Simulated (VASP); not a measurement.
A run of VASP 6.6.1 is set up as follows.

File INCAR:

```
SYSTEM = Hg2ICl
PREC = Accurate ; ENCUT = 600
EDIFF = 1E-7 ; ISMEAR = 0
SIGMA = 0.1 ; LREAL = .False.
LASPH = .True. ; NELM = 100
ALGO = Normal ; ISIF = 3
LWAVE = .False. ; LCHARG = .False.
GGA = PE ; IBRION = 2
NSW = 100 ; EDIFFG = -0.01
```

The input KPOINTS:

```
regular mesh
0
Gamma
  10 10 8
  0 0 0
```

The input POSCAR:

```
Hg2ICl
1.0
    5.1221818960      0.0000000000      0.0000000000
    0.0000000000      5.1221818960      0.0000000000
    0.0000000000      0.0000000000      5.6156338918
Hg I Cl
2 1 1
Direct
    0.0000000000      0.0000000000      0.0000000000
    0.5000000000      0.5000000000      0.5000000000
    0.5000000000      0.5000000000      0.0000000000
    0.0000000000      0.0000000000      0.5000000000
```

Potentials or basis: VASP PAW PBE potentials, release 64 (Hg, I, Cl).

Command:

```bash
$ cat potpaw_PBE.64/Hg/POTCAR potpaw_PBE.64/I/POTCAR potpaw_PBE.64/Cl/POTCAR > POTCAR
$ mpirun -np 1 vasp_std > vasp.out
```

Problem. What does it give for the band gap on the k mesh?

Solution. Zero (band 19 reaches 2.26 eV, above the bottom of band 20 at -1.22 eV).

Problem. Estimate the relaxed cell.

Solution. a = 5.123 Å, b = 5.123 Å, c = 5.623 Å, α = 90.00°, β = 90.00°, γ = 90.00°.

Problem. What does it give for the relaxed volume?

Solution. 36.89 Å³/atom.

Final structure:
```
Hg I Cl
1.0
     5.12270    0.00000    0.00000
     0.00000    5.12270    0.00000
     0.00000    0.00000    5.62269
Hg I Cl
2 1 1
Direct
  0.00000 0.00000 0.00000
  0.50000 0.50000 0.50000
  0.50000 0.50000 0.00000
  0.00000 0.00000 0.50000
```

Caveat: spin-orbit coupling is left out, which moves the levels of the heavy elements.
